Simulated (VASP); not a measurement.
ZrB2:

```xyz
3
Lattice="3.1700 0.0000 0.0000 -1.5850 2.7453 0.0000 0.0000 0.0000 3.5330" Properties=species:S:1:pos:R:3 pbc="T T T"
Zr    0.0000    0.0000    0.0000
B     1.5850    0.9151    1.7665
B     0.0000    1.8302    1.7665
```

* Program: VASP 6.6.1
* Task: relaxation of cell and atoms
* Functional: PBE
* Dispersion: D4
* Potentials or basis: VASP PAW PBE potentials, release 64 (Zr_sv, B)
* Cutoff: 600 eV
* k mesh: 10 × 10 × 8
* Occupations: fermi-dirac, width 0.05 eV
* Spin: no spin polarisation

At the start: pressure -4.8 GPa; volume 10.25 Å³/atom.

Problem. How do energy, volume and symmetry change on relaxing?

Solution. Over 4 steps the energy falls by 3.2 meV/atom and the volume is 10.04 Å³/atom (-2.0 %); space group P6/mmm (No. 191, to 0.05 Å).

The path:
```tsv
step	energy change (eV)	largest force (eV/Å)	pressure (GPa)	volume (Å³)
1	0.0000	0.0000	-4.77	30.75
2	0.0046	0.0000	6.38	29.41
3	-0.0094	0.0000	0.03	30.13
4	-0.0095	0.0000	-0.01	30.13
```

Final structure:
```
Zr B
1.0
     3.15225    0.00000    0.00000
    -1.57613    2.72993    0.00000
     0.00000    0.00000    3.50155
Zr B
1 2
Direct
  0.00000 0.00000 0.00000
  0.66667 0.33333 0.50000
  0.33333 0.66667 0.50000
```

Caveat: pairwise dispersion overbinds metals, which lowers pressure and volume.
